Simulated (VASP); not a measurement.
Runs of VASP 6.6.1 on BeS. The structure is cubic, space group F-43m (No. 216). The conventional cell has a = 4.869 Å, b = 4.869 Å, c = 4.869 Å, α = 90.00°, β = 90.00°, γ = 90.00°. Within 2.8 Å of Be (site symmetry -43m) lie 4 S at 2.11 Å. S (site symmetry -43m) has 4 Be at 2.11 Å within 2.8 Å. 

```tsv
level	potentials or basis	k mesh	cutoff (eV)	smearing	grid for exact exchange (PRECFOCK)	share of exact exchange	screening parameter	gap on the mesh (eV)	pressure (GPa)
PBE-based global hybrid with 20 % exact exchange	VASP PAW PBE potentials, release 64 (Be, S)	4 × 4 × 4	520	gaussian 0.01 eV	Normal	0.2	-	4.50	-0.4
PBEsol	VASP PAW PBE potentials, release 64 (Be, S)	6 × 6 × 6	600	tetrahedron	-	-	-	2.95	-1.6
PBEsol	VASP PAW PBE potentials, release 64 (Be, S)	6 × 6 × 6	600	gaussian 0.01 eV	-	-	-	2.95	-1.6
PBEsol	VASP PAW PBE potentials, release 64 (Be, S)	6 × 6 × 6	600	methfessel-paxton 0.2 eV	-	-	-	2.95	-1.6
LDA	VASP PAW LDA potentials, release 64 (Be, S)	4 × 4 × 4	600	gaussian 0.01 eV	-	-	-	2.91	-3.6
PBEsol+D4	VASP PAW PBE potentials, release 64 (Be, S)	6 × 6 × 6	600	gaussian 0.01 eV	-	-	-	2.95	-3.1
PBE-based screened hybrid with 35 % exact exchange	VASP PAW PBE potentials, release 64 (Be, S)	4 × 4 × 4	520	gaussian 0.01 eV	Normal	0.35	0.2078 1/Å	(a)	-1.2
LDA	VASP PAW LDA potentials, release 64 (Be, S)	6 × 6 × 6	600	gaussian 0.01 eV	-	-	-	2.93	(c)
PBE-based global hybrid with 75 % exact exchange	VASP PAW PBE potentials, release 64 (Be, S)	4 × 4 × 4	520	gaussian 0.01 eV	Normal	0.75	-	8.40	(b)
PBEsol	VASP PAW PBE potentials, release 64 (Be, S)	6 × 6 × 6	600	methfessel-paxton 0.05 eV	-	-	-	2.95	-1.6
```

Alike in all rows: no spin polarisation; cell as given.

Task: Estimate the missing entries.

Result: (a) 4.48; (b) -3.8; (c) -4.1.

Caveats: some runs use coarse meshes; the PAW data sets were made with another functional, which shifts forces and pressure a little (at least some runs); the cell stands under tension (at least some runs).

A k mesh can miss the band edges.
